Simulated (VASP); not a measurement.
# GaAs (F-43m) in VASP: a series of runs

GaAs is run at these levels: r2SCAN, PBE; tasks: single point.

All numbers are computed with VASP 6.6.1; they aren't measurements. Logs are shortened: lines on timing, memory, paths and dates and some standing lists are left out, and cuts for length are marked.

**Measured values to compare with.**

“Evidence of valence band perturbations in GaAsN/GaAs(001): A combined variable-angle spectroscopic ellipsometry and modulated photoreflectance investigation”, 2008, arxiv:0805.2212 reports, for a bulk crystal of GaAs at 300 K: band gap 1.412 ± 0.01 eV (direct).

The results are compared with them further down.

## Step 1: The cell of the first run

Symmetry: F-43m, No. 216, cubic system. The conventional cell has a = 5.666 Å, b = 5.666 Å, c = 5.666 Å, α = 90.00°, β = 90.00°, γ = 90.00°. Within 3.2 Å of Ga (site symmetry -43m) lie 4 As at 2.45 Å. As (site symmetry -43m) has 4 Ga at 2.45 Å within 3.2 Å.

## Step 2: Single point, r2SCAN

Contents of POSCAR:

```
GaAs
1.0
    0.0000000000      2.8330831912      2.8330831912
    2.8330831912      0.0000000000      2.8330831912
    2.8330831912      2.8330831912      0.0000000000
Ga As
1 1
Direct
    0.0000000000      0.0000000000      0.0000000000
    0.2500000000      0.2500000000      0.2500000000
```

Contents of INCAR.step1:

```
  PREC = Accurate
  ENCUT = 520
  ISMEAR = 0
  SIGMA = 0.01
  LREAL = F
  LASPH = T
  NELM = 60
  NBANDS = 16
  GGA = PE
  ALGO = Normal
  EDIFF = 1E-4
  LWAVE = T
  LCHARG = F
```

Contents of INCAR.step2:

```
  PREC = Accurate
  ENCUT = 520
  EDIFF = 1E-7
  ISMEAR = 0
  SIGMA = 0.01
  LREAL = F
  LASPH = T
  NELM = 60
  ALGO = Normal
  ISIF = 2
  LWAVE = F
  LCHARG = T
  METAGGA = R2SCAN
  LMIXTAU = T
  LELF = T
  LVHAR = T
  NBANDS = 16
  ISTART = 1
```

Contents of KPOINTS:

```
Automatic mesh
0
Gamma
  8 8 8
```

Potentials or basis: VASP PAW PBE potentials, release 64 (Ga_d, As).

Started as:

```sh
$ cat potpaw_PBE.64/Ga_d/POTCAR potpaw_PBE.64/As/POTCAR > POTCAR
$ cp INCAR.step1 INCAR
$ mpirun -np 1 vasp_std > vasp.out
$ cp INCAR.step2 INCAR
$ mpirun -np 1 vasp_std > vasp.out
```

OUTCAR:

```text
PREC = Accurate
   ENCUT = 520
   EDIFF = 1E-7
   ISMEAR = 0
   LREAL = F
   LASPH = T
   NELM = 60
   ISIF = 2
   METAGGA = R2SCAN
   ISTART = 1

 ion  position               nearest neighbor table
   1  0.000  0.000  0.000-   2 2.45   2 2.45   2 2.45   2 2.45
   2  0.250  0.250  0.250-   1 2.45   1 2.45   1 2.45   1 2.45

  LATTYP: Found a face centered cubic cell.
 ALAT       =     5.6661663824

  Lattice vectors:

 A1 = (   0.0000000000,   2.8330831912,   2.8330831912)
 A2 = (   2.8330831912,   0.0000000000,   2.8330831912)
 A3 = (   2.8330831912,   2.8330831912,   0.0000000000)

Analysis of symmetry for initial positions (statically):
=====================================================================
 Subroutine PRICEL returns:
 Original cell was already a primitive cell.

 Routine SETGRP: Setting up the symmetry group for a
 face centered cubic supercell.

 Subroutine GETGRP returns: Found 24 space group operations
 (whereof 24 operations were pure point group operations)
 out of a pool of 48 trial point group operations.

The static configuration has the point symmetry T_d .

Analysis of symmetry for dynamics (positions and initial velocities):
=====================================================================
 Subroutine PRICEL returns:
 Original cell was already a primitive cell.

 Routine SETGRP: Setting up the symmetry group for a
 face centered cubic supercell.

 Subroutine GETGRP returns: Found 24 space group operations
 (whereof 24 operations were pure point group operations)
 out of a pool of 48 trial point group operations.

The dynamic configuration has the point symmetry T_d .

 Subroutine INISYM returns: Found 24 space group operations
 (whereof 24 operations are pure point group operations),
 and found     1 'primitive' translations

----------------------------------------------------------------------------------------

                                     Primitive cell

  volume of cell :      45.4787

  direct lattice vectors                    reciprocal lattice vectors
     0.000000000  2.833083191  2.833083191    -0.176486169  0.176486169  0.176486169
     2.833083191  0.000000000  2.833083191     0.176486169 -0.176486169  0.176486169
     2.833083191  2.833083191  0.000000000     0.176486169  0.176486169 -0.176486169

  length of vectors
     4.006584672  4.006584672  4.006584672     0.305683012  0.305683012  0.305683012

  position of ions in fractional coordinates (direct lattice)
     0.000000000  0.000000000  0.000000000
     0.250000000  0.250000000  0.250000000

  ion indices of the primitive-cell ions
   primitive index   ion index
                 1           1
                 2           2

----------------------------------------------------------------------------------------

 KPOINTS: Automatic mesh

Automatic generation of k-mesh.
 Grid dimensions read from file:
 generate k-points for:    8    8    8

 Generating k-lattice:

  Cartesian coordinates                     Fractional coordinates (reciprocal lattice)
    -0.022060771  0.022060771  0.022060771     0.125000000  0.000000000  0.000000000
     0.022060771 -0.022060771  0.022060771     0.000000000  0.125000000  0.000000000
     0.022060771  0.022060771 -0.022060771     0.000000000  0.000000000  0.125000000

  Length of vectors
     0.038210377  0.038210377  0.038210377

  Shift w.r.t. Gamma in fractional coordinates (k-lattice)
     0.000000000  0.000000000  0.000000000

 Subroutine IBZKPT returns following result:
 ===========================================

 Found     29 irreducible k-points:

 Following reciprocal coordinates:
            Coordinates               Weight
  0.000000  0.000000  0.000000      1.000000
  0.125000  0.000000  0.000000      8.000000
  0.250000  0.000000  0.000000      8.000000
  0.375000  0.000000  0.000000      8.000000
  0.500000  0.000000  0.000000      4.000000
  0.125000  0.125000  0.000000      6.000000
[... 16 lines left out ...]
  0.500000  0.250000  0.125000     48.000000
 -0.375000  0.250000  0.125000     24.000000
 [... further k-points ...]
   k-points           NKPTS =     29   k-points in BZ     NKDIM =     29   number of bands    NBANDS=     16
   number of dos      NEDOS =    301   number of ions     NIONS =      2
   total plane-waves  NPLWV =  27000
   dimension x,y,z NGX =    30 NGY =   30 NGZ =   30
   dimension x,y,z NGXF=    60 NGYF=   60 NGZF=   60
   ions per type =               1   1
   NGX,Y,Z   is equivalent  to a cutoff of  12.45, 12.45, 12.45 a.u.
   NGXF,Y,Z  is equivalent  to a cutoff of  24.90, 24.90, 24.90 a.u.
 SYSTEM =  unknown system
   PREC   = accura    normal or accurate (medium, high low for compatibility)
   ISTART =      1    job   : 0-new  1-cont  2-samecut
   ICHARG =      0    charge: 1-file 2-atom 10-const
   ISPIN  =      1    spin polarized calculation?
   LNONCOLLINEAR =      F non collinear calculations
   LSORBIT =      F    spin-orbit coupling
   LASPH  =      T    aspherical Exc in radial PAW
   ENCUT  =  520.0 eV  38.22 Ry    6.18 a.u.   7.45  7.45  7.45*2*pi/ulx,y,z
   NELM   =     60;   NELMIN=  2; NELMDL=  0     # of ELM steps
   EDIFF  = 0.1E-06   stopping-criterion for ELM
   LREAL  =      F    real-space projection
   EDIFFG = 0.1E-05   stopping-criterion for IOM
   NSW    =      0    number of steps for IOM
   IBRION =     -1    ionic relax: 0-MD 1-quasi-New 2-CG
   NFREE  =      0    steps in history (QN), initial steepest desc. (CG)
   ISIF   =      2    stress and relaxation
   ISYM   =      2    0-nonsym 1-usesym 2-fastsym
   POTIM  = 0.5000    time-step for ionic-motion
   TEBEG  =    0.0;   TEEND  =   0.0 temperature during run
   PSTRESS=    0.0 pullay stress
   NELECT =      18.0000    total number of electrons
   NUPDOWN=      -1.0000    fix difference up-down
   EMIN   =  10.00;   EMAX   =-10.00  energy-range for DOS
   EFERMI =   0.00;   METHOD = LEGACY
   ISMEAR =     0;   SIGMA  =   0.01  broadening in eV -4-tet -1-fermi 0-gaus
   EFERMI_NEDOS =   21; number of points for ismear=-14 and -15
   IALGO  =     38    algorithm
   IMIX   =      4    mixing-type and parameters
     AMIX     =   0.40;   BMIX     =  1.00
     AMIX_MAG =   1.60;   BMIX_MAG =  1.00
  volume/ion in A,a.u.               =      22.74       153.45
  Fermi-wavevector in a.u.,A,eV,Ry     =   1.201978  2.271408 19.657016  1.444750
  Thomas-Fermi vector in A             =   2.337772
   LORBIT       =      0    0 simple, 1 ext, 2 COOP (PROOUT), +10 PAW based schemes
   METAGGA = R2SCAN    functional components
   LHFCALC =     F    Hartree Fock is set to
   AEXX    =    0.0000 exact exchange contribution
   IVDW    =     0    specifies the selected vdW correction
   LEPSILON=     F    determine dielectric tensor
   LRPA    =     F    only Hartree local field effects (RPA)
 non-spin polarized calculation
 Gauss-broadening in eV      SIGMA  =   0.01
  energy-cutoff  :      520.00
  volume of cell :       45.48
 maximum number of plane-waves:      1243
 NGX is ok and might be reduce to    30
   NGX = 15   NGY = 15   NGZ = 15

 number of electron      17.9999990 magnetization

 Free energy of the ion-electron system (eV)
  ---------------------------------------------------
  ext. energy  EPLUGINS =         0.00000000
  ---------------------------------------------------
  free energy    TOTEN  =       -27.05325082 eV

  energy without entropy =      -27.05325082  energy(sigma->0) =      -27.05325082

 E-fermi :   3.7168     XC(G=0): -10.2237

 val. band max:        3.6172707293   @ k =   0.0000   0.0000   0.0000
 cond. band min:       4.5604009166   @ k =   0.0000   0.0000   0.0000
 fundamental gap:      0.9431301874
 Fermi energy:         3.7168203180

 k-point     1 :       0.0000    0.0000    0.0000
  band No.  band energies     occupation
      1     -11.6073      2.00000
      2     -11.6073      2.00000
      3     -11.6073      2.00000
      4     -11.5196      2.00000
      5     -11.5196      2.00000
      6      -9.5444      2.00000
[... 8 lines left out ...]
     15      14.2324      0.00000
     16      14.2324      0.00000

 k-point     2 :       0.1250    0.0000    0.0000
  band No.  band energies     occupation
      1     -11.6222      2.00000
      2     -11.6036      2.00000
      3     -11.6035      2.00000
      4     -11.5197      2.00000
      5     -11.5197      2.00000
      6      -9.3538      2.00000
[... 8 lines left out ...]
     15      13.3989      0.00000
     16      13.3989      0.00000

 k-point     3 :       0.2500    0.0000    0.0000
  band No.  band energies     occupation
      1     -11.6543      2.00000
      2     -11.5954      2.00000
      3     -11.5954      2.00000
      4     -11.5192      2.00000
      5     -11.5192      2.00000
      6      -8.8230      2.00000
[... 8 lines left out ...]
     15      13.1618      0.00000
     16      13.2050      0.00000

 k-point     4 :       0.3750    0.0000    0.0000
  band No.  band energies     occupation
      1     -11.6825      2.00000
      2     -11.5887      2.00000
      3     -11.5887      2.00000
      4     -11.5172      2.00000
      5     -11.5171      2.00000
      6      -8.1152      2.00000
[... 8 lines left out ...]
     15      14.3800      0.00000
     16      14.3801      0.00000

 k-point     5 :       0.5000    0.0000    0.0000
  band No.  band energies     occupation
      1     -11.6933      2.00000
      2     -11.5864      2.00000
      3     -11.5864      2.00000
      4     -11.5158      2.00000
      5     -11.5158      2.00000
      6      -7.7137      2.00000
[... 8 lines left out ...]
     15      16.1481      0.00000
     16      16.1481      0.00000

 k-point     6 :       0.1250    0.1250    0.0000
  band No.  band energies     occupation
      1     -11.6304      2.00000
      2     -11.6000      2.00000
      3     -11.6000      2.00000
      4     -11.5225      2.00000
      5     -11.5176      2.00000
      6      -9.2904      2.00000
[... 8 lines left out ...]
     15      13.1424      0.00000
     16      14.4962      0.00000

 k-point     7 :       0.2500    0.1250    0.0000
  band No.  band energies     occupation
      1     -11.6559      2.00000
      2     -11.5932      2.00000
      3     -11.5915      2.00000
      4     -11.5249      2.00000
      5     -11.5158      2.00000
      6      -8.8714      2.00000
[... 8 lines left out ...]
     15      14.3517      0.00000
     16      14.3642      0.00000

 k-point     8 :       0.3750    0.1250    0.0000
  band No.  band energies     occupation
      1     -11.6818      2.00000
      2     -11.5872      2.00000
      3     -11.5842      2.00000
      4     -11.5241      2.00000
      5     -11.5144      2.00000
      6      -8.2050      2.00000
[... 8 lines left out ...]
     15      14.4227      0.00000
     16      15.2092      0.00000

 k-point     9 :       0.5000    0.1250    0.0000
  band No.  band energies     occupation
      1     -11.6958      2.00000
      2     -11.5841      2.00000
      3     -11.5815      2.00000
      4     -11.5203      2.00000
      5     -11.5149      2.00000
      6      -7.6366      2.00000
[... 8 lines left out ...]
     15      15.6714      0.00000
     16      16.1365      0.00000
[... 172 lines left out ...]
 k-point    19 :       0.5000    0.3750    0.0000
  band No.  band energies     occupation
      1     -11.7199      2.00000
      2     -11.5622      2.00000
      3     -11.5596      2.00000
      4     -11.5409      2.00000
      5     -11.5082      2.00000
      6      -7.1097      2.00000
[... 8 lines left out ...]
     15      16.7132      0.00000
     16      17.2088      0.00000

 k-point    20 :      -0.3750    0.3750    0.0000
  band No.  band energies     occupation
      1     -11.7150      2.00000
      2     -11.5691      2.00000
      3     -11.5628      2.00000
      4     -11.5339      2.00000
      5     -11.5124      2.00000
      6      -6.9855      2.00000
[... 8 lines left out ...]
     15      14.7220      0.00000
     16      18.6586      0.00000

 k-point    21 :       0.5000    0.5000    0.0000
  band No.  band energies     occupation
      1     -11.7263      2.00000
      2     -11.5557      2.00000
      3     -11.5557      2.00000
      4     -11.5457      2.00000
      5     -11.5060      2.00000
      6      -6.9464      2.00000
[... 8 lines left out ...]
     15      17.6152      0.00000
     16      17.6176      0.00000

 k-point    22 :       0.3750    0.2500    0.1250
  band No.  band energies     occupation
      1     -11.6783      2.00000
      2     -11.5856      2.00000
      3     -11.5827      2.00000
      4     -11.5277      2.00000
      5     -11.5142      2.00000
      6      -8.3766      2.00000
[... 8 lines left out ...]
     15      15.1725      0.00000
     16      15.7074      0.00000

 k-point    23 :       0.5000    0.2500    0.1250
  band No.  band energies     occupation
      1     -11.6960      2.00000
      2     -11.5813      2.00000
      3     -11.5756      2.00000
      4     -11.5264      2.00000
      5     -11.5145      2.00000
      6      -7.7226      2.00000
[... 8 lines left out ...]
     15      15.0839      0.00000
     16      16.5845      0.00000

 k-point    24 :      -0.3750    0.2500    0.1250
  band No.  band energies     occupation
      1     -11.7026      2.00000
      2     -11.5802      2.00000
      3     -11.5730      2.00000
      4     -11.5240      2.00000
      5     -11.5159      2.00000
      6      -7.3588      2.00000
[... 8 lines left out ...]
     15      15.8961      0.00000
     16      16.4654      0.00000

 [... further k-points ...]

------------------------ aborting loop because EDIFF is reached ----------------------------------------

  FORCE on cell =-STRESS in cart. coord.  units (eV):
  Direction    XX          YY          ZZ          XY          YZ          ZX
  --------------------------------------------------------------------------------------
  -------------------------------------------------------------------------------------
  Total        0.0347655      0.0347655      0.0347655     -0.0000000      0.0000000     -0.0000000
  in kB        1.2247590      1.2247590      1.2247590     -0.0000000      0.0000000     -0.0000000
  external PRESSURE =       1.2247590 kB  Pullay stress =       0.0000000 kB

 VOLUME and BASIS-vectors are now :
 -----------------------------------------------------------------------------
  energy-cutoff  :      520.00
  volume of cell :       45.48
      direct lattice vectors                 reciprocal lattice vectors
     0.000000000  2.833083191  2.833083191    -0.176486169  0.176486169  0.176486169
     2.833083191  0.000000000  2.833083191     0.176486169 -0.176486169  0.176486169
     2.833083191  2.833083191  0.000000000     0.176486169  0.176486169 -0.176486169

 POSITION                                       TOTAL-FORCE (eV/Angst)
 -----------------------------------------------------------------------------------
      0.00000      0.00000      0.00000         0.000000      0.000000      0.000000
      1.41654      1.41654      1.41654        -0.000000     -0.000000     -0.000000
 -----------------------------------------------------------------------------------
    total drift:                                0.000001      0.000001      0.000001

  FREE ENERGIE OF THE ION-ELECTRON SYSTEM (eV)
  ---------------------------------------------------
  free  energy   TOTEN  =       -27.0532508234 eV

  energy  without entropy=      -27.0532508234  energy(sigma->0) =      -27.05325082
```

Wall time 53 s (1 thread of AMD EPYC 9R45 (Zen 5), shared host); peak memory 0.15 GiB.

What came out:

| Property | Result |
| --- | --- |
| Free energy | -27.0533 eV |
| Pressure | 0.1 GPa |
| Band gap on the k mesh | 0.94 eV, direct |

Caveat: the PAW data sets were made with another functional, which shifts forces and pressure a little.

## Step 3: Single point, PBE (volume changed by -3%)

Contents of INCAR:

```
PREC     = Accurate       # precision mode
ENCUT    = 500            # plane-wave cutoff, eV
EDIFF    = 1E-6           # SCF threshold, eV
ISMEAR   = 0              # smearing method
SIGMA    = 0.01           # smearing width, eV
LREAL    = F              # projectors in reciprocal space
LASPH    = T              # aspherical terms in the spheres
NELM     = 120            # most SCF steps
ALGO     = Normal         # electronic algorithm
ISIF     = 2              # what is computed and relaxed
LWAVE    = F              # write WAVECAR
LCHARG   = F              # write CHGCAR
GGA      = PE             # functional
NBANDS   = 16             # bands
GGA_COMPAT= F
```

Contents of KPOINTS:

```
regular mesh
0
Gamma
  6 6 6
```

Contents of POSCAR:

```
GaAs
1.0
    0.0000000000      2.8432397069      2.8432397069
    2.8432397069      0.0000000000      2.8432397069
    2.8432397069      2.8432397069      0.0000000000
Ga As
1 1
Direct
    0.0000000000      0.0000000000      0.0000000000
    0.2500000000      0.2500000000      0.2500000000
```

Potentials or basis: VASP PAW PBE potentials, release 64 (Ga_d, As).

Started as:

```sh
$ cat potpaw_PBE.64/Ga_d/POTCAR potpaw_PBE.64/As/POTCAR > POTCAR
$ mpirun -np 1 vasp_std > vasp.out
```

Run time: 17 s. Hardware: 1 thread of Intel Xeon 8259CL, shared host; peak memory 0.17 GiB.

It converged, with:

* Free energy: -8.2407 eV
* Pressure: 2.1 GPa
* Band gap on the k mesh: 0.39 eV, direct

Levels at points of the mesh, in eV from the valence-band top:
```
           k point  band 5  band 6  band 7  band 8  band 9  band 10  band 11  band 12  band 13  band 14
(0.00, 0.00, 0.00)  -14.71  -12.60    0.00    0.00    0.00     0.39     3.72     3.72     3.72     7.53
(0.50, 0.00, 0.00)  -14.71  -10.89   -6.55   -1.12   -1.12     0.95     4.62     4.62     7.73    10.27
(0.50, 0.50, 0.00)  -14.70  -10.17   -6.74   -2.62   -2.62     1.49     1.66    10.03    10.03    10.82
```

## Step 4: How close it comes

Step 2. Measured gap of GaAs: 1.412 eV (direct; 300 K; “Evidence of valence band perturbations in GaAsN/GaAs(001): A combined variable-angle spectroscopic ellipsometry and modulated photoreflectance investigation”, 2008, arxiv:0805.2212). This calculation gives 0.94 eV (-0.47 eV). 3 values of this kind are on record (1.412 to 1.51 eV); this one was drawn at random among those near their median, those with a stated uncertainty first. Spin-orbit coupling on As, Ga is left out. The value is that of r2SCAN on a finite k mesh, which can miss the band edges, without temperature or zero-point motion.
